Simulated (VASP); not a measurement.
# Al2Cu (Pmm2) in VASP: further runs

The runs below take Al2Cu through single point, with PBE.

Program: VASP 6.6.1. These are calculated values, not measurements. Logs are shortened: lines on timing, memory, paths and dates and some standing lists are left out, and cuts for length are marked.

## Step 1: The cell of the first run

Symmetry: Pmm2, No. 25, orthorhombic system. The conventional cell has a = 2.885 Å, b = 4.011 Å, c = 4.011 Å, α = 90.00°, β = 90.00°, γ = 90.00°. Within 3.3 Å of Al (site symmetry mm2) lie 4 Cu at 2.47 Å and 6 Al at 2.72 to 2.96 Å. Al (site symmetry mm2) has 4 Cu at 2.32 to 2.62 Å and 6 Al at 2.72 to 2.96 Å within 3.1 Å. Within 3.1 Å of Cu (site symmetry mm2) lie 8 Al at 2.32 to 2.62 Å and 2 Cu at 2.88 Å.

## Step 2: Single point, PBE

INCAR

```
PREC = Accurate ; ENCUT = 520
EDIFF = 1E-6 ; ISMEAR = 0
SIGMA = 0.15 ; LREAL = F
LASPH = T ; NELM = 100
ALGO = Fast ; ISIF = 2
LWAVE = F ; LCHARG = T
GGA = PE ; LELF = T
LVHAR = T ; NBANDS = 16
```

KPOINTS

```
Automatic mesh
0
Gamma
  10 10 14
```

POSCAR

```
Al2Cu
1.0
    4.0111275847      0.0000000000      0.0000000000
    0.0000000000      4.0111275847      0.0000000000
    0.0000000000      0.0000000000      2.8847334069
Al Cu
2 1
Direct
    0.5000000000      0.0078152784      0.5000000000
    0.0000000000      0.4655437038      0.5000000000
    0.0000000000      0.0113117371      0.0000000000
```

Potentials or basis: VASP PAW PBE potentials, release 64 (Al, Cu).

On the command line:

```console
$ cat potpaw_PBE.64/Al/POTCAR potpaw_PBE.64/Cu/POTCAR > POTCAR
$ mpirun -np 1 vasp_std > vasp.out
```

OUTCAR:

```text
PREC = Accurate
   ENCUT = 520
   EDIFF = 1E-6
   ISMEAR = 0
   LREAL = F
   LASPH = T
   NELM = 100
   ISIF = 2
   GGA = PE

 ion  position               nearest neighbor table
   1  0.500  0.008  0.500-   3 2.47   3 2.47   3 2.47   3 2.47   2 2.72   2 2.72   2 2.96   2 2.96

   2  0.000  0.466  0.500-   3 2.32   3 2.32   3 2.62   3 2.62   1 2.72   1 2.72   1 2.96   1 2.96

   3  0.000  0.011  0.000-   2 2.32   2 2.32   1 2.47   1 2.47   1 2.47   1 2.47   2 2.62   2 2.62

  LATTYP: Found a simple tetragonal cell.
 ALAT       =     4.0111275847
 C/A-ratio  =     0.7191826602

  Lattice vectors:

 A1 = (   4.0111275847,   0.0000000000,   0.0000000000)
 A2 = (   0.0000000000,   4.0111275847,   0.0000000000)
 A3 = (   0.0000000000,   0.0000000000,   2.8847334069)

Analysis of symmetry for initial positions (statically):
=====================================================================
 Subroutine PRICEL returns:
 Original cell was already a primitive cell.

 Routine SETGRP: Setting up the symmetry group for a
 simple tetragonal supercell.

 Subroutine GETGRP returns: Found  4 space group operations
 (whereof  4 operations were pure point group operations)
 out of a pool of 16 trial point group operations.

The static configuration has the point symmetry C_2v.

Analysis of symmetry for dynamics (positions and initial velocities):
=====================================================================
 Subroutine PRICEL returns:
 Original cell was already a primitive cell.

 Routine SETGRP: Setting up the symmetry group for a
 simple tetragonal supercell.

 Subroutine GETGRP returns: Found  4 space group operations
 (whereof  4 operations were pure point group operations)
 out of a pool of 16 trial point group operations.

The dynamic configuration has the point symmetry C_2v.

 Subroutine INISYM returns: Found  4 space group operations
 (whereof  4 operations are pure point group operations),
 and found     1 'primitive' translations

----------------------------------------------------------------------------------------

                                     Primitive cell

  volume of cell :      46.4129

  direct lattice vectors                    reciprocal lattice vectors
     4.011127585  0.000000000  0.000000000     0.249306455  0.000000000  0.000000000
     0.000000000  4.011127585  0.000000000     0.000000000  0.249306455  0.000000000
     0.000000000  0.000000000  2.884733407     0.000000000  0.000000000  0.346652484

  length of vectors
     4.011127585  4.011127585  2.884733407     0.249306455  0.249306455  0.346652484

  position of ions in fractional coordinates (direct lattice)
     0.500000000  0.007815278  0.500000000
     0.000000000  0.465543704  0.500000000
     0.000000000  0.011311737  0.000000000

  ion indices of the primitive-cell ions
   primitive index   ion index
                 1           1
                 2           2
                 3           3

----------------------------------------------------------------------------------------

 KPOINTS: Automatic mesh

Automatic generation of k-mesh.
 Grid dimensions read from file:
 generate k-points for:   10   10   14

 Generating k-lattice:

  Cartesian coordinates                     Fractional coordinates (reciprocal lattice)
     0.024930646  0.000000000  0.000000000     0.100000000  0.000000000  0.000000000
     0.000000000  0.024930646  0.000000000     0.000000000  0.100000000  0.000000000
     0.000000000  0.000000000  0.024760892     0.000000000  0.000000000  0.071428571

  Length of vectors
     0.024930646  0.024930646  0.024760892

  Shift w.r.t. Gamma in fractional coordinates (k-lattice)
     0.000000000  0.000000000  0.000000000

 Subroutine IBZKPT returns following result:
 ===========================================

 Found    288 irreducible k-points:

 Following reciprocal coordinates:
            Coordinates               Weight
  0.000000  0.000000  0.000000      1.000000
  0.100000  0.000000  0.000000      2.000000
  0.000000  0.100000  0.000000      2.000000
  0.200000  0.000000  0.000000      2.000000
  0.000000  0.200000  0.000000      2.000000
  0.300000  0.000000  0.000000      2.000000
[... 16 lines left out ...]
 -0.200000  0.300000  0.000000      4.000000
  0.400000  0.200000  0.000000      4.000000
 [... further k-points ...]
   k-points           NKPTS =    288   k-points in BZ     NKDIM =    288   number of bands    NBANDS=     16
   number of dos      NEDOS =    301   number of ions     NIONS =      3
   total plane-waves  NPLWV =  21600
   dimension x,y,z NGX =    30 NGY =   30 NGZ =   24
   dimension x,y,z NGXF=    60 NGYF=   60 NGZF=   48
   ions per type =               2   1
   NGX,Y,Z   is equivalent  to a cutoff of  12.43, 12.43, 13.83 a.u.
   NGXF,Y,Z  is equivalent  to a cutoff of  24.87, 24.87, 27.66 a.u.
 SYSTEM =  unknown system
   PREC   = accura    normal or accurate (medium, high low for compatibility)
   ISTART =      0    job   : 0-new  1-cont  2-samecut
   ICHARG =      2    charge: 1-file 2-atom 10-const
   ISPIN  =      1    spin polarized calculation?
   LNONCOLLINEAR =      F non collinear calculations
   LSORBIT =      F    spin-orbit coupling
   LASPH  =      T    aspherical Exc in radial PAW
   ENCUT  =  520.0 eV  38.22 Ry    6.18 a.u.   7.46  7.46  5.36*2*pi/ulx,y,z
   NELM   =    100;   NELMIN=  2; NELMDL= -5     # of ELM steps
   EDIFF  = 0.1E-05   stopping-criterion for ELM
   LREAL  =      F    real-space projection
   EDIFFG = 0.1E-04   stopping-criterion for IOM
   NSW    =      0    number of steps for IOM
   IBRION =     -1    ionic relax: 0-MD 1-quasi-New 2-CG
   NFREE  =      0    steps in history (QN), initial steepest desc. (CG)
   ISIF   =      2    stress and relaxation
   ISYM   =      2    0-nonsym 1-usesym 2-fastsym
   POTIM  = 0.5000    time-step for ionic-motion
   TEBEG  =    0.0;   TEEND  =   0.0 temperature during run
   PSTRESS=    0.0 pullay stress
   NELECT =      17.0000    total number of electrons
   NUPDOWN=      -1.0000    fix difference up-down
   EMIN   =  10.00;   EMAX   =-10.00  energy-range for DOS
   EFERMI =   0.00;   METHOD = LEGACY
   ISMEAR =     0;   SIGMA  =   0.15  broadening in eV -4-tet -1-fermi 0-gaus
   EFERMI_NEDOS =   21; number of points for ismear=-14 and -15
   IALGO  =     68    algorithm
   IMIX   =      4    mixing-type and parameters
     AMIX     =   0.40;   BMIX     =  1.00
     AMIX_MAG =   1.60;   BMIX_MAG =  1.00
  volume/ion in A,a.u.               =      15.47       104.40
  Fermi-wavevector in a.u.,A,eV,Ry     =   1.171327  2.213488 18.667297  1.372008
  Thomas-Fermi vector in A             =   2.307773
   LORBIT       =      0    0 simple, 1 ext, 2 COOP (PROOUT), +10 PAW based schemes
   GGA     = PE    functional components
   LHFCALC =     F    Hartree Fock is set to
   AEXX    =    0.0000 exact exchange contribution
   IVDW    =     0    specifies the selected vdW correction
   LEPSILON=     F    determine dielectric tensor
   LRPA    =     F    only Hartree local field effects (RPA)
 non-spin polarized calculation
 RMM-DIIS sequential band-by-band and
 Gauss-broadening in eV      SIGMA  =   0.15
  energy-cutoff  :      520.00
  volume of cell :       46.41
 maximum number of plane-waves:      1264
 NGX is ok and might be reduce to    30
   NGX = 15   NGY = 15   NGZ = 11

 number of electron      16.9999999 magnetization

 Free energy of the ion-electron system (eV)
  ---------------------------------------------------
  ext. energy  EPLUGINS =         0.00000000
  ---------------------------------------------------
  free energy    TOTEN  =       -11.06761342 eV

  energy without entropy =      -11.05795231  energy(sigma->0) =      -11.06278286

 E-fermi :   7.5854     XC(G=0): -10.5816

 val. band max:        7.5796147279   @ k =  -0.2000   0.4000   0.2857
 cond. band min:       7.5940248915   @ k =   0.4000   0.2000   0.2857
 fundamental gap:      0.0144101636
 Fermi energy:         7.5854196157

 k-point     1 :       0.0000    0.0000    0.0000
  band No.  band energies     occupation
      1      -3.2211      2.00000
      2       2.0762      2.00000
      3       2.4622      2.00000
      4       3.1946      2.00000
      5       3.3283      2.00000
      6       3.3611      2.00000
[... 8 lines left out ...]
     15      14.9471      0.00000
     16      20.3153      0.00000

 k-point     2 :       0.1000    0.0000    0.0000
  band No.  band energies     occupation
      1      -3.1328      2.00000
      2       2.0322      2.00000
      3       2.4424      2.00000
      4       3.1676      2.00000
      5       3.3289      2.00000
      6       3.3574      2.00000
[... 8 lines left out ...]
     15      16.3905      0.00000
     16      19.9053      0.00000

 k-point     3 :       0.0000    0.1000    0.0000
  band No.  band energies     occupation
      1      -3.1342      2.00000
      2       2.0336      2.00000
      3       2.4466      2.00000
      4       3.1691      2.00000
      5       3.3246      2.00000
      6       3.3617      2.00000
[... 8 lines left out ...]
     15      16.3667      0.00000
     16      19.9282      0.00000

 k-point     4 :       0.2000    0.0000    0.0000
  band No.  band energies     occupation
      1      -2.8715      2.00000
      2       1.7700      2.00000
      3       2.4072      2.00000
      4       3.1040      2.00000
      5       3.3304      2.00000
      6       3.3478      2.00000
[... 8 lines left out ...]
     15      18.2225      0.00000
     16      19.0040      0.00000
[... 324 lines left out ...]
 k-point    22 :       0.3000    0.2000    0.0000
  band No.  band energies     occupation
      1      -2.1074      2.00000
      2       1.3233      2.00000
      3       2.2077      2.00000
      4       2.8893      2.00000
      5       3.3198      2.00000
      6       3.3387      2.00000
[... 8 lines left out ...]
     15      18.2368      0.00000
     16      19.3849      0.00000

 k-point    23 :      -0.2000    0.3000    0.0000
  band No.  band energies     occupation
      1      -2.1187      2.00000
      2       1.3758      2.00000
      3       2.1968      2.00000
      4       2.8870      2.00000
      5       3.3063      2.00000
      6       3.3524      2.00000
[... 8 lines left out ...]
     15      18.3093      0.00000
     16      19.4166      0.00000

 k-point    24 :       0.4000    0.2000    0.0000
  band No.  band energies     occupation
      1      -1.5813      2.00000
      2       0.5467      2.00000
      3       2.3057      2.00000
      4       2.8500      2.00000
      5       3.2241      2.00000
      6       3.3216      2.00000
[... 8 lines left out ...]
     15      17.4108      0.00000
     16      19.3191      0.00000

 [... further k-points ...]
[... 5 lines left out ...]
  --------------------------------------------------------------------------------------
  -------------------------------------------------------------------------------------
  Total        2.2211198      2.6585937      1.6806618      0.0000000      0.0000000      0.0000000
  in kB       76.6732611     91.7748991     58.0166003      0.0000000      0.0000000      0.0000000
  external PRESSURE =      75.4882535 kB  Pullay stress =       0.0000000 kB

 VOLUME and BASIS-vectors are now :
 -----------------------------------------------------------------------------
  energy-cutoff  :      520.00
  volume of cell :       46.41
      direct lattice vectors                 reciprocal lattice vectors
     4.011127585  0.000000000  0.000000000     0.249306455  0.000000000  0.000000000
     0.000000000  4.011127585  0.000000000     0.000000000  0.249306455  0.000000000
     0.000000000  0.000000000  2.884733407     0.000000000  0.000000000  0.346652484

 POSITION                                       TOTAL-FORCE (eV/Angst)
 -----------------------------------------------------------------------------------
      2.00556      0.03135      1.44237         0.000000     -0.496218      0.000000
      0.00000      1.86736      1.44237         0.000000      2.027329      0.000000
      0.00000      0.04537      0.00000         0.000000     -1.531111      0.000000
 -----------------------------------------------------------------------------------
    total drift:                                0.000000      0.000636     -0.000015

  FREE ENERGIE OF THE ION-ELECTRON SYSTEM (eV)
  ---------------------------------------------------
  free  energy   TOTEN  =       -11.0676134164 eV

  energy  without entropy=      -11.0579523094  energy(sigma->0) =      -11.06278286
```

Wall time 5.2 min (1 thread of Intel Xeon Platinum 8488C (Sapphire Rapids), shared host); peak memory 0.31 GiB.

What came out:

| Quantity | Value |
| --- | --- |
| Free energy | -11.0676 eV |
| Pressure | 7.5 GPa |
| Largest force | 2.027 eV/Å |

Forces on the atoms (eV/Å):
```
Al   0.000 -0.496  0.000
Al   0.000  2.027  0.000
Cu   0.000 -1.531  0.000
```

Caveat: forces of over 1 eV/Å act on the atoms, so gaps and moduli don't describe the material at rest.

(Continued in part 2 of 2.)
